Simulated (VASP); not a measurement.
Runs of VASP 6.6.1 on CaO. The structure is that of space group Fm-3m (No. 225), or close to it. The cells are those of the table. 

```tsv
cell	gap on the mesh (eV)	pressure (GPa)
a = 3.386, b = 3.386, c = 3.411 Å, angles 59.7, 59.7, 60.5°, 2 atoms	4.13	0.8
a = 3.516, b = 3.516, c = 3.567 Å, angles 59.5, 59.5, 61.0°, 2 atoms	(a)	(c)
a = 3.412, b = 3.412, c = 3.463 Å, angles 59.5, 59.5, 61.0°, 2 atoms	4.08	-2.5
a = 3.360 Å, angles 60.0°, 2 atoms	4.18	4.6
a = 3.464, b = 3.464, c = 3.411 Å, angles 60.5, 60.5, 59.0°, 2 atoms	(b)	-4.1
```

Alike in all rows: task single point; level r2SCAN; potentials or basis VASP PAW PBE potentials, release 64 (Ca_sv, O); no spin polarisation; k mesh 8 × 8 × 8; cutoff (eV) 520; smearing gaussian 0.05 eV.

Q: Fill in the values left out.

A: (a) 4.09; (b) 4.15; (c) -10.3.

Caveats: the PAW data sets were made with another functional, which shifts forces and pressure a little; the cell stands under tension (at least some runs); the cell stands under pressure (at least some runs).

A k mesh can miss the band edges.
